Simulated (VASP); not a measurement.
# Ge (Imma) in VASP: single point with PBEsol

Aim: the single point of Ge with PBEsol.

Program: VASP 6.6.1. These are calculated values, not measurements. Logs are shortened: lines on timing, memory, paths and dates and some standing lists are left out, and cuts for length are marked.

## Step 1: The cell of the first run

The structure is orthorhombic, space group Imma (No. 74). The conventional cell has a = 5.053 Å, b = 5.513 Å, c = 2.996 Å, α = 90.00°, β = 90.00°, γ = 90.00°. Within 3.4 Å of Ge (site symmetry mm2) lie 6 Ge at 2.58 to 3.00 Å.

## Step 2: Single point, PBEsol (strained and its atoms moved)

INCAR reads:

```
  PREC = Accurate
  ENCUT = 520
  EDIFF = 1E-7
  ISMEAR = 0
  SIGMA = 0.1
  LREAL = False
  LASPH = True
  NELM = 60
  ALGO = Normal
  ISIF = 2
  LWAVE = False
  LCHARG = False
  GGA = PS
  NBANDS = 21
```

KPOINTS reads:

```
regular mesh
0
Gamma
  14 14 14
```

POSCAR reads:

```
Ge
1.0
   -2.5265269755      2.7565061421      1.4980962241
    2.5265269755     -2.7565061421      1.4980962241
    2.5265269755      2.7565061421     -1.4980962241
Ge
2
Direct
    0.2857804119      0.7857804119      0.5000000000
    0.4642195881      0.4642195881      0.0000000000
```

Potentials or basis: VASP PAW PBE potentials, release 64 (Ge_d).

Launch:

```console
$ cat potpaw_PBE.64/Ge_d/POTCAR > POTCAR
$ mpirun -np 1 vasp_std > vasp.out
```

OUTCAR:

```text
PREC = Accurate
   ENCUT = 520
   EDIFF = 1E-7
   ISMEAR = 0
   LREAL = False
   LASPH = True
   NELM = 60
   ISIF = 2
   GGA = PS

 ion  position               nearest neighbor table
   1  0.286  0.786  0.500-   2 2.58   2 2.58   2 2.92   2 2.92
   2  0.464  0.464  0.000-   1 2.58   1 2.58   1 2.92   1 2.92

  LATTYP: Found a body centered orthorhombic cell.
 ALAT       =     2.9961924482
 B/A-ratio  =     1.6864917853
 C/A-ratio  =     1.8400060675

  Lattice vectors:

 A1 = (   2.5265269755,  -2.7565061421,   1.4980962241)
 A2 = (  -2.5265269755,  -2.7565061421,  -1.4980962241)
 A3 = (   2.5265269755,   2.7565061421,  -1.4980962241)

Analysis of symmetry for initial positions (statically):
=====================================================================
 Subroutine PRICEL returns:
 Original cell was already a primitive cell.

 Routine SETGRP: Setting up the symmetry group for a
 body centered orthorhombic supercell.

 Subroutine GETGRP returns: Found  8 space group operations
 (whereof  4 operations were pure point group operations)
 out of a pool of  8 trial point group operations.

The static configuration has the point symmetry C_2v.
 The point group associated with its full space group is D_2h.

Analysis of symmetry for dynamics (positions and initial velocities):
=====================================================================
 Subroutine PRICEL returns:
 Original cell was already a primitive cell.

 Routine SETGRP: Setting up the symmetry group for a
 body centered orthorhombic supercell.

 Subroutine GETGRP returns: Found  8 space group operations
 (whereof  4 operations were pure point group operations)
 out of a pool of  8 trial point group operations.

The dynamic configuration has the point symmetry C_2v.
 The point group associated with its full space group is D_2h.

 Subroutine INISYM returns: Found  8 space group operations
 (whereof  4 operations are pure point group operations),
 and found     1 'primitive' translations

----------------------------------------------------------------------------------------

                                     Primitive cell

  volume of cell :      41.7333

  direct lattice vectors                    reciprocal lattice vectors
    -2.526526975  2.756506142  1.498096224     0.000000000  0.181389039  0.333756932
     2.526526975 -2.756506142  1.498096224     0.197900123  0.000000000  0.333756932
     2.526526975  2.756506142 -1.498096224     0.197900123  0.181389039  0.000000000

  length of vectors
     4.028145599  4.028145599  4.028145599     0.379862703  0.388018232  0.268451937

  position of ions in fractional coordinates (direct lattice)
     0.285780412  0.785780412  0.500000000
     0.464219588  0.464219588  0.000000000

  ion indices of the primitive-cell ions
   primitive index   ion index
                 1           1
                 2           2

----------------------------------------------------------------------------------------

 KPOINTS: regular mesh

Automatic generation of k-mesh.
 Grid dimensions read from file:
 generate k-points for:   14   14   14

 Generating k-lattice:

  Cartesian coordinates                     Fractional coordinates (reciprocal lattice)
     0.000000000  0.012956360  0.023839781     0.071428571 -0.000000000  0.000000000
     0.014135723  0.000000000  0.023839781    -0.000000000  0.071428571  0.000000000
     0.014135723  0.012956360  0.000000000     0.000000000  0.000000000  0.071428571

  Length of vectors
     0.027133050  0.027715588  0.019175138

  Shift w.r.t. Gamma in fractional coordinates (k-lattice)
     0.000000000  0.000000000  0.000000000

 Subroutine IBZKPT returns following result:
 ===========================================

 Found    428 irreducible k-points:

 Following reciprocal coordinates:
            Coordinates               Weight
  0.000000  0.000000  0.000000      1.000000
  0.071429  0.000000 -0.000000      4.000000
  0.142857  0.000000  0.000000      4.000000
  0.214286 -0.000000  0.000000      4.000000
  0.285714  0.000000 -0.000000      4.000000
  0.357143  0.000000 -0.000000      4.000000
[... 16 lines left out ...]
  0.000000  0.142857  0.000000      4.000000
  0.071429  0.142857  0.000000      8.000000
 [... further k-points ...]
   k-points           NKPTS =    428   k-points in BZ     NKDIM =    428   number of bands    NBANDS=     21
   number of dos      NEDOS =    301   number of ions     NIONS =      2
   total plane-waves  NPLWV =  27000
   dimension x,y,z NGX =    30 NGY =   30 NGZ =   30
   dimension x,y,z NGXF=    60 NGYF=   60 NGZF=   60
   ions per type =               2
   NGX,Y,Z   is equivalent  to a cutoff of  12.38, 12.38, 12.38 a.u.
   NGXF,Y,Z  is equivalent  to a cutoff of  24.76, 24.76, 24.76 a.u.
 SYSTEM =  unknown system
   PREC   = accura    normal or accurate (medium, high low for compatibility)
   ISTART =      0    job   : 0-new  1-cont  2-samecut
   ICHARG =      2    charge: 1-file 2-atom 10-const
   ISPIN  =      1    spin polarized calculation?
   LNONCOLLINEAR =      F non collinear calculations
   LSORBIT =      F    spin-orbit coupling
   LASPH  =      T    aspherical Exc in radial PAW
   ENCUT  =  520.0 eV  38.22 Ry    6.18 a.u.   7.49  7.49  7.49*2*pi/ulx,y,z
   NELM   =     60;   NELMIN=  2; NELMDL= -5     # of ELM steps
   EDIFF  = 0.1E-06   stopping-criterion for ELM
   LREAL  =      F    real-space projection
   EDIFFG = 0.1E-05   stopping-criterion for IOM
   NSW    =      0    number of steps for IOM
   IBRION =     -1    ionic relax: 0-MD 1-quasi-New 2-CG
   NFREE  =      0    steps in history (QN), initial steepest desc. (CG)
   ISIF   =      2    stress and relaxation
   ISYM   =      2    0-nonsym 1-usesym 2-fastsym
   POTIM  = 0.5000    time-step for ionic-motion
   TEBEG  =    0.0;   TEEND  =   0.0 temperature during run
   PSTRESS=    0.0 pullay stress
   NELECT =      28.0000    total number of electrons
   NUPDOWN=      -1.0000    fix difference up-down
   EMIN   =  10.00;   EMAX   =-10.00  energy-range for DOS
   EFERMI =   0.00;   METHOD = LEGACY
   ISMEAR =     0;   SIGMA  =   0.10  broadening in eV -4-tet -1-fermi 0-gaus
   EFERMI_NEDOS =   21; number of points for ismear=-14 and -15
   IALGO  =     38    algorithm
   IMIX   =      4    mixing-type and parameters
     AMIX     =   0.40;   BMIX     =  1.00
     AMIX_MAG =   1.60;   BMIX_MAG =  1.00
  volume/ion in A,a.u.               =      20.87       140.82
  Fermi-wavevector in a.u.,A,eV,Ry     =   1.433177  2.708313 27.946335  2.053998
  Thomas-Fermi vector in A             =   2.552724
   LORBIT       =      0    0 simple, 1 ext, 2 COOP (PROOUT), +10 PAW based schemes
   GGA     = PS    functional components
   LHFCALC =     F    Hartree Fock is set to
   AEXX    =    0.0000 exact exchange contribution
   IVDW    =     0    specifies the selected vdW correction
   LEPSILON=     F    determine dielectric tensor
   LRPA    =     F    only Hartree local field effects (RPA)
 non-spin polarized calculation
 Gauss-broadening in eV      SIGMA  =   0.10
  energy-cutoff  :      520.00
  volume of cell :       41.73
 maximum number of plane-waves:      1147
 NGX is ok and might be reduce to    30
   NGX = 15   NGY = 15   NGZ = 15

 number of electron      27.9999992 magnetization

 Free energy of the ion-electron system (eV)
  ---------------------------------------------------
  ext. energy  EPLUGINS =         0.00000000
  ---------------------------------------------------
  free energy    TOTEN  =        -9.29932588 eV

  energy without entropy =       -9.29499884  energy(sigma->0) =       -9.29716236

 E-fermi :   5.3964     XC(G=0): -10.8711

 val. band max:        5.3936422792   @ k =   0.4286   0.3571   0.0000
 cond. band min:       5.3974278583   @ k =  -0.4286  -0.1429   0.0714
 fundamental gap:      0.0037855790
 Fermi energy:         5.3963621637

 k-point     1 :       0.0000    0.0000    0.0000
  band No.  band energies     occupation
      1     -19.2443      2.00000
      2     -19.1537      2.00000
      3     -19.1519      2.00000
      4     -19.1306      2.00000
      5     -19.0973      2.00000
      6     -19.0912      2.00000
[... 13 lines left out ...]
     20      15.7752      0.00000
     21      17.1610      0.00000

 k-point     2 :       0.0714    0.0000   -0.0000
  band No.  band energies     occupation
      1     -19.2429      2.00000
      2     -19.1523      2.00000
      3     -19.1486      2.00000
      4     -19.1268      2.00000
      5     -19.0974      2.00000
      6     -19.0936      2.00000
[... 13 lines left out ...]
     20      15.8128      0.00000
     21      17.1200      0.00000

 k-point     3 :       0.1429    0.0000    0.0000
  band No.  band energies     occupation
      1     -19.2390      2.00000
      2     -19.1484      2.00000
      3     -19.1398      2.00000
      4     -19.1189      2.00000
      5     -19.1000      2.00000
      6     -19.0954      2.00000
[... 13 lines left out ...]
     20      14.7894      0.00000
     21      16.6462      0.00000

 k-point     4 :       0.2143   -0.0000    0.0000
  band No.  band energies     occupation
      1     -19.2335      2.00000
      2     -19.1431      2.00000
      3     -19.1300      2.00000
      4     -19.1144      2.00000
      5     -19.1086      2.00000
      6     -19.0857      2.00000
[... 13 lines left out ...]
     20      13.6756      0.00000
     21      16.7578      0.00000

 k-point     5 :       0.2857    0.0000   -0.0000
  band No.  band energies     occupation
      1     -19.2274      2.00000
      2     -19.1385      2.00000
      3     -19.1268      2.00000
      4     -19.1162      2.00000
      5     -19.1130      2.00000
      6     -19.0778      2.00000
[... 13 lines left out ...]
     20      12.8643      0.00000
     21      17.2574      0.00000

 k-point     6 :       0.3571    0.0000   -0.0000
  band No.  band energies     occupation
      1     -19.2220      2.00000
      2     -19.1384      2.00000
      3     -19.1279      2.00000
      4     -19.1187      2.00000
      5     -19.1172      2.00000
      6     -19.0670      2.00000
[... 13 lines left out ...]
     20      13.7783      0.00000
     21      17.9114      0.00000

 k-point     7 :       0.4286   -0.0000    0.0000
  band No.  band energies     occupation
      1     -19.2184      2.00000
      2     -19.1415      2.00000
      3     -19.1290      2.00000
      4     -19.1228      2.00000
      5     -19.1170      2.00000
      6     -19.0614      2.00000
[... 13 lines left out ...]
     20      15.4514      0.00000
     21      17.5654      0.00000
[... 291 lines left out ...]
      1     -19.2355      2.00000
      2     -19.1446      2.00000
      3     -19.1411      2.00000
      4     -19.1233      2.00000
      5     -19.0971      2.00000
      6     -19.0907      2.00000
[... 13 lines left out ...]
     20      15.0006      0.00000
     21      16.3581      0.00000

 k-point    21 :      -0.1429    0.0714    0.0000
  band No.  band energies     occupation
      1     -19.2399      2.00000
      2     -19.1493      2.00000
      3     -19.1491      2.00000
      4     -19.1298      2.00000
      5     -19.0946      2.00000
      6     -19.0911      2.00000
[... 13 lines left out ...]
     20      16.0141      0.00000
     21      16.9680      0.00000

 k-point    22 :      -0.0714    0.0714    0.0000
  band No.  band energies     occupation
      1     -19.2421      2.00000
      2     -19.1522      2.00000
      3     -19.1517      2.00000
      4     -19.1321      2.00000
      5     -19.0962      2.00000
      6     -19.0890      2.00000
[... 13 lines left out ...]
     20      16.0463      0.00000
     21      16.9394      0.00000

 k-point    23 :       0.0000    0.1429    0.0000
  band No.  band energies     occupation
      1     -19.2340      2.00000
      2     -19.1453      2.00000
      3     -19.1403      2.00000
      4     -19.1170      2.00000
      5     -19.1011      2.00000
      6     -19.0899      2.00000
[... 13 lines left out ...]
     20      15.5046      0.00000
     21      15.5462      0.00000

 k-point    24 :       0.0714    0.1429    0.0000
  band No.  band energies     occupation
      1     -19.2302      2.00000
      2     -19.1415      2.00000
      3     -19.1287      2.00000
      4     -19.1081      2.00000
      5     -19.0989      2.00000
      6     -19.0944      2.00000
[... 13 lines left out ...]
     20      14.3919      0.00000
     21      15.1429      0.00000

 [... further k-points ...]
[... 5 lines left out ...]
  --------------------------------------------------------------------------------------
  -------------------------------------------------------------------------------------
  Total        0.1910964     -3.0318372     -2.1428556      0.0000000      0.0000000      0.0000000
  in kB        7.3363574   -116.3948743    -82.2660947      0.0000000      0.0000000      0.0000000
  external PRESSURE =     -63.7748705 kB  Pullay stress =       0.0000000 kB

 VOLUME and BASIS-vectors are now :
 -----------------------------------------------------------------------------
  energy-cutoff  :      520.00
  volume of cell :       41.73
      direct lattice vectors                 reciprocal lattice vectors
    -2.526526975  2.756506142  1.498096224     0.000000000  0.181389039  0.333756932
     2.526526975 -2.756506142  1.498096224     0.197900123  0.000000000  0.333756932
     2.526526975  2.756506142 -1.498096224     0.197900123  0.181389039  0.000000000

 POSITION                                       TOTAL-FORCE (eV/Angst)
 -----------------------------------------------------------------------------------
      2.52653      0.00000      0.85625        -0.000000      0.000000     -0.304441
      0.00000      0.00000      1.39089         0.000000     -0.000000      0.304441
 -----------------------------------------------------------------------------------
    total drift:                               -0.000000     -0.000000     -0.000000

  FREE ENERGIE OF THE ION-ELECTRON SYSTEM (eV)
  ---------------------------------------------------
  free  energy   TOTEN  =        -9.2993258776 eV

  energy  without entropy=       -9.2949988430  energy(sigma->0) =       -9.29716236
```

Wall time 3.7 min (1 thread of Intel Xeon 6975P-C, shared host); peak memory 0.4 GiB.

Results:

| Item | Value |
| --- | --- |
| Free energy | -9.2993 eV |
| Pressure | -6.4 GPa |
| Largest force | 0.304 eV/Å |
| Band gap on the k mesh | zero (band 14 reaches 7.76 eV, above the bottom of band 15 at 2.56 eV) |

Forces on the atoms (eV/Å):
```
Ge   0.000  0.000 -0.304
Ge   0.000  0.000  0.304
```

Caveat: the cell differs from its parent crystal (strained and its atoms moved); the PAW data sets were made with another functional, which shifts forces and pressure a little.
